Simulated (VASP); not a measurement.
B2O, 6 atoms in the cell. Symmetry: P-3m1, No. 164, trigonal system. Conventional cell: a = 2.820 Å, b = 2.820 Å, c = 6.908 Å, α = 90.00°, β = 90.00°, γ = 120.00°. Within 2.3 Å of O (site symmetry 3m) lie 4 B at 1.71 to 1.95 Å. B (site symmetry 3m) has 3 B at 1.66 Å and 1 O at 1.95 Å within 2.2 Å. Within 2.2 Å of B (site symmetry 3m) lie 1 B at 1.66 Å and 3 O at 1.71 Å. 

* Program: VASP 6.6.1
* Task: single point
* Functional: PBE
* Potentials or basis: VASP PAW PBE potentials, release 64 (O, B)
* Cutoff: 520 eV
* k mesh: 11 × 11 × 4
* Occupations: fermi-dirac, width 0.05 eV
* Spin: no spin polarisation
* Dipole correction: no
* Further INCAR settings: ALGO = Normal; EDIFF = 1e-06; NBANDS = 21

Potentials or basis: VASP PAW PBE potentials, release 64 (O, B).

Command:

```console
$ cat potpaw_PBE.64/O/POTCAR potpaw_PBE.64/B/POTCAR > POTCAR
$ mpirun -np 1 vasp_std > vasp.out
```

Hardware: 1 thread of Intel(R) Xeon(R) 6975P-C (Granite Rapids) (shared host).

Task: Estimate the wall time of this run.

Result: It took 26 s on 1 thread of Intel(R) Xeon(R) 6975P-C (Granite Rapids), on a shared host, peak memory 0.19 GiB. Counts: scf iterations 16, k points 58.
